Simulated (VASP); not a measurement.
# SrO (R3m) in VASP: further runs, part 2 of 2

VASP 6.6.1. Earlier steps stand in the parts before.

## 3. Electric field gradients, PBE (atom 2 (O) moved by [0.11547, 0.11547, 0.11547] A)

INCAR reads:

```
PREC = Accurate ; ENCUT = 520
EDIFF = 1E-8 ; ISMEAR = -1
SIGMA = 0.02 ; LREAL = False
LASPH = True ; NELM = 80
ALGO = Normal ; ISIF = 2
LWAVE = False ; LCHARG = False
GGA = PE ; LEFG = True
NBANDS = 15
```

KPOINTS reads:

```
Automatic mesh
0
Gamma
  8 8 8
```

POSCAR reads:

```
SrO
1.0
    0.0000000000      2.5698000000      2.5698000000
    2.5698000000      0.0000000000      2.5698000000
    2.5698000000      2.5698000000      0.0000000000
Sr O
1 1
Direct
    0.0000000000      0.0000000000      0.0000000000
    0.5224667289      0.5224667289      0.5224667289
```

Potentials or basis: VASP PAW PBE potentials, release 64 (Sr_sv, O).

The run is started by

```bash
> cat potpaw_PBE.64/Sr_sv/POTCAR potpaw_PBE.64/O/POTCAR > POTCAR
> mpirun -np 1 vasp_std > vasp.out
```

OUTCAR:

```text
PREC = Accurate
   ENCUT = 520
   EDIFF = 1E-8
   ISMEAR = -1
   LREAL = False
   LASPH = True
   NELM = 80
   ISIF = 2
   GGA = PE

 ion  position               nearest neighbor table
   1  0.000  0.000  0.000-   2 2.46   2 2.46   2 2.46   2 2.69   2 2.69   2 2.69
   2  0.522  0.522  0.522-   1 2.46   1 2.46   1 2.46   1 2.69   1 2.69   1 2.69

  LATTYP: Found a face centered cubic cell.
 ALAT       =     5.1396000000

  Lattice vectors:

 A1 = (   0.0000000000,   2.5698000000,   2.5698000000)
 A2 = (   2.5698000000,   0.0000000000,   2.5698000000)
 A3 = (   2.5698000000,   2.5698000000,   0.0000000000)

Analysis of symmetry for initial positions (statically):
=====================================================================
 Subroutine PRICEL returns:
 Original cell was already a primitive cell.

 Routine SETGRP: Setting up the symmetry group for a
 face centered cubic supercell.

 Subroutine GETGRP returns: Found  6 space group operations
 (whereof  6 operations were pure point group operations)
 out of a pool of 48 trial point group operations.

The static configuration has the point symmetry C_3v.

Analysis of symmetry for dynamics (positions and initial velocities):
=====================================================================
 Subroutine PRICEL returns:
 Original cell was already a primitive cell.

 Routine SETGRP: Setting up the symmetry group for a
 face centered cubic supercell.

 Subroutine GETGRP returns: Found  6 space group operations
 (whereof  6 operations were pure point group operations)
 out of a pool of 48 trial point group operations.

The dynamic configuration has the point symmetry C_3v.
[... 164 lines left out ...]
     10       7.9437      0.00000
     11       7.9437      0.00000
     12       8.1184      0.00000
     13      10.1936      0.00000
     14      10.1936      0.00000
[... 401 lines left out ...]
      2     -14.5682      2.00000
      3     -12.5489      2.00000
      4     -12.3630      2.00000
      5     -11.4033      2.00000
      6       0.0331      2.00000
      7       0.7198      2.00000
      8       1.2179      2.00000
      9       7.4753      0.00000
     10       8.3772      0.00000
     11       9.1817      0.00000
     12      10.2069      0.00000
     13      12.0413      0.00000
     14      12.4100      0.00000
     15      17.8070      0.00000

 [... further k-points ...]
[... 5 lines left out ...]
  --------------------------------------------------------------------------------------
  -------------------------------------------------------------------------------------
  Total        0.9706450      0.9706450      0.9706450     -0.0496663     -0.0496663     -0.0496663
  in kB       45.8187269     45.8187269     45.8187269     -2.3444679     -2.3444679     -2.3444679
  external PRESSURE =      45.8187269 kB  Pullay stress =       0.0000000 kB

 VOLUME and BASIS-vectors are now :
 -----------------------------------------------------------------------------
  energy-cutoff  :      520.00
  volume of cell :       33.94
      direct lattice vectors                 reciprocal lattice vectors
     0.000000000  2.569800000  2.569800000    -0.194567671  0.194567671  0.194567671
     2.569800000  0.000000000  2.569800000     0.194567671 -0.194567671  0.194567671
     2.569800000  2.569800000  0.000000000     0.194567671  0.194567671 -0.194567671

 POSITION                                       TOTAL-FORCE (eV/Angst)
 -----------------------------------------------------------------------------------
      0.00000      0.00000      0.00000         0.280553      0.280553      0.280553
      2.68527      2.68527      2.68527        -0.280553     -0.280553     -0.280553
 -----------------------------------------------------------------------------------
    total drift:                               -0.000007     -0.000007     -0.000007

  FREE ENERGIE OF THE ION-ELECTRON SYSTEM (eV)
  ---------------------------------------------------
  free  energy   TOTEN  =       -11.9929205642 eV

  energy  without entropy=      -11.9929205642  energy(sigma->0) =      -11.99292056

 Electric field gradients (V/A^2)
---------------------------------------------------------------------
 ion       V_xx      V_yy      V_zz      V_xy      V_xz      V_yz
---------------------------------------------------------------------
   1      -0.000     0.000    -0.000     5.857     5.857     5.857
   2       0.000     0.000    -0.000     1.396     1.396     1.396
---------------------------------------------------------------------

 Electric field gradients after diagonalization (V/A^2)
 (convention: |V_zz| > |V_xx| > |V_yy|)
----------------------------------------------------------------------
 ion       V_xx      V_yy      V_zz     asymmetry (V_yy - V_xx)/ V_zz
----------------------------------------------------------------------
   1      -5.857    -5.857    11.715       0.000
   2      -1.396    -1.396     2.793       0.000
----------------------------------------------------------------------

           NMR quadrupolar parameters

 Cq : quadrupolar parameter    Cq=e*Q*V_zz/h
 eta: asymmetry parameters     (V_yy - V_xx)/ V_zz
 Q  : nuclear electric quadrupole moment in mb (millibarn)
----------------------------------------------------------------------
 ion       Cq(MHz)       eta       Q (mb)
----------------------------------------------------------------------
   1       0.028       0.000       1.000
   2       0.007       0.000       1.000
----------------------------------------------------------------------
```

stdout:

```text
POSCAR found type information on POSCAR SrO
 POSCAR found :  2 types and       2 ions
 scaLAPACK will be used
 LDA part: xc-table for (Slater+PW92), standard interpolation
 POSCAR, INCAR and KPOINTS ok, starting setup
 FFT: planning ... GRIDC
 FFT: planning ... GRID_SOFT
 FFT: planning ... GRID
 WAVECAR not read
 entering main loop
ion   1

ion   2
```

It took 17 s on 1 thread of Intel Xeon 6975P-C (Granite Rapids), shared host; peak memory 0.17 GiB.

Results:

```yaml
Free_energy: -11.9929 eV
Pressure: 4.6 GPa
Largest_force: 0.486 eV/Å
Band_gap_on_the_k_mesh: 3.58 eV, indirect (least direct gap 3.60 eV)
```

Forces in eV/Å, atoms in the order of the input:
```
Sr   0.281  0.281  0.281
O   -0.281 -0.281 -0.281
```

Levels at points of the mesh, in eV from the valence-band top:
```csv
k point,band 5,band 6,band 7,band 8,band 9,band 10,band 11,band 12
"(0.00, 0.00, 0.00)",-13.80,-0.02,0.00,0.00,4.06,6.38,6.38,6.55
"(0.50, 0.00, 0.00)",-12.68,-2.06,-1.03,-0.99,6.59,8.20,8.86,9.26
"(0.50, 0.50, 0.50)",-12.76,-2.07,-1.09,-1.09,6.64,8.71,9.05,9.05
"(0.50, 0.50, 0.00)",-14.04,-0.33,-0.15,-0.02,3.58,7.80,10.35,10.38
```

Electric field gradients, principal values (V/Å²):
| atom | least | middle | greatest (by size) |
| --- | --- | --- | --- |
| 1 Sr | -5.857 | -5.857 | 11.715 |
| 2 O | -1.396 | -1.396 | 2.793 |

Caveat: the cell differs from its parent crystal (atom 2 (O) moved by [0.11547, 0.11547, 0.11547] A); without QUAD_EFG the Cq values of the log hold for a quadrupole moment of 1 mb, not for the nuclei. A k mesh can miss the band edges.
